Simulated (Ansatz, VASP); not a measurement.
Two plane-wave programs on Be3Nb2P4

```
Be Nb P
1.0
     0.00000    4.55244    5.62526
     2.66373    0.00000    5.62526
     2.66373    4.55244    0.00000
Be Nb P
3 2 4
Cartesian
  1.3319 2.2762 5.6253
  0.0000 0.0000 0.0000
  1.3319 2.2762 0.0000
  2.6637 4.5524 7.2708
  2.6637 4.5524 3.9797
  2.6637 1.5264 4.3765
  2.6637 7.5784 4.3765
  2.6637 7.5784 6.8740
  2.6637 1.5264 6.8740
```

Change from the starting cell: species swapped into the Cs2Pt3Se4 type (Fmmm, No. 69).

Alike in both runs: task relaxation of cell and atoms; functional PBE; k mesh 4 × 4 × 4; occupations gaussian, width 0.1 eV; no spin polarisation.

|  | VASP | Ansatz |
| --- | --- | --- |
| version | VASP 6.6.1 | Ansatz 0.2.0 |
| potentials or method | VASP PAW PBE potentials, release 64 (Be, Nb_sv, P), cutoff 600 eV | scalar-relativistic, plane waves, PAW |
| valence electrons in the cell | 52 | 52 |

|  | VASP | Ansatz | Ansatz less VASP |
| --- | --- | --- | --- |
| gap on the k mesh at the Fermi level, each at its own relaxed structure (eV) | none | none | - |
| relaxed volume (Å³/atom) | 12.45 | 12.46 | +0.018 |
| relaxed cell length with the largest relative difference (Å) | 4.715 | 4.722 | +0.0067 |

A gap of «none» marks a metal or a gap that the smearing closes.

The k mesh is coarse, so the values compare programs but aren't converged. Noted on VASP's run: the volume moved by over 15 % at a fixed basis, so the end points are rough.
